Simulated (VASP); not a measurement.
Here is a VASP 6.6.1 calculation.

The input INCAR:

```
PREC     = Accurate       # precision mode
ENCUT    = 520            # plane-wave cutoff, eV
EDIFF    = 1E-7           # SCF threshold, eV
ISMEAR   = -1             # smearing method
SIGMA    = 0.01           # smearing width, eV
LREAL    = Auto         
LASPH    = T              # aspherical terms in the spheres
NELM     = 150            # most SCF steps
ALGO     = Normal         # electronic algorithm
ISIF     = 2              # what is computed and relaxed
LWAVE    = F              # write WAVECAR
LCHARG   = F              # write CHGCAR
ISPIN    = 2              # spin polarisation
MAGMOM   = 0 0 0 0.5 0 0.5 0.5 0.5 0 0 0 0 0 0 0 0 0 0 0 0 0 0 0 # initial moments
LORBIT   = 11             # projections on sites
GGA      = PE             # functional
NBANDS   = 130            # bands
```

KPOINTS

```
Automatic mesh
0
Gamma
  3 3 3
```

Contents of POSCAR:

```
Pb8F15
1.0
    0.0000000000      5.9158968646      5.9158968646
    5.9158968646      0.0000000000      5.9158968646
    5.9158968646      5.9158968646      0.0000000000
Pb F
8 15
Direct
    0.0000032399      0.0000032399      0.0000032399
    0.0000032399      0.0000032399      0.4999902802
    0.0000032399      0.4999902802      0.0000032399
    0.0027726281      0.4990757906      0.4990757906
    0.4999902802      0.0000032399      0.0000032399
    0.4990757906      0.0027726281      0.4990757906
    0.4990757906      0.4990757906      0.0027726281
    0.4990757906      0.4990757906      0.4990757906
    0.3753026095      0.3753026095      0.8746973905
    0.3753026095      0.8746973905      0.3753026095
    0.3753026095      0.8746973905      0.8746973905
    0.8746973905      0.3753026095      0.3753026095
    0.8746973905      0.3753026095      0.8746973905
    0.8746973905      0.8746973905      0.3753026095
    0.8750000000      0.8750000000      0.8750000000
    0.1250000000      0.1250000000      0.1250000000
    0.1240368448      0.1240368448      0.6259631552
    0.1240368448      0.6259631552      0.1240368448
    0.1240368448      0.6259631552      0.6259631552
    0.6259631552      0.1240368448      0.1240368448
    0.6259631552      0.1240368448      0.6259631552
    0.6259631552      0.6259631552      0.1240368448
    0.6250000000      0.6250000000      0.6250000000
```

Potentials or basis: VASP PAW PBE potentials, release 64 (Pb_d, F).

Run with:

```sh
$ cat potpaw_PBE.64/Pb_d/POTCAR potpaw_PBE.64/F/POTCAR > POTCAR
$ mpirun -np 1 vasp_std > vasp.out
```

Task: What does it give for the largest force?

Result: 0.019 eV/Å.

Task: Estimate the net moment.

Result: 0.33 μB per cell.

Task: Predict the pressure.

Result: 2.4 GPa.

Forces on the atoms (eV/Å):
```
Pb   0.005  0.005  0.005
Pb  -0.005 -0.005  0.005
Pb  -0.005  0.005 -0.005
Pb  -0.011  0.011  0.011
Pb   0.005 -0.005 -0.005
Pb   0.011 -0.011  0.011
Pb   0.011  0.011 -0.011
Pb  -0.011 -0.011 -0.011
F    0.000  0.000  0.014
F    0.000  0.014  0.000
F   -0.014  0.000  0.000
F    0.014  0.000  0.000
F    0.000 -0.014  0.000
F    0.000  0.000 -0.014
F    0.000  0.000  0.000
F    0.000  0.000  0.000
F    0.000  0.000 -0.005
F    0.000 -0.005  0.000
F    0.005  0.000  0.000
F   -0.005  0.000  0.000
F    0.000  0.005  0.000
F    0.000  0.000  0.005
F    0.000  0.000  0.000
```
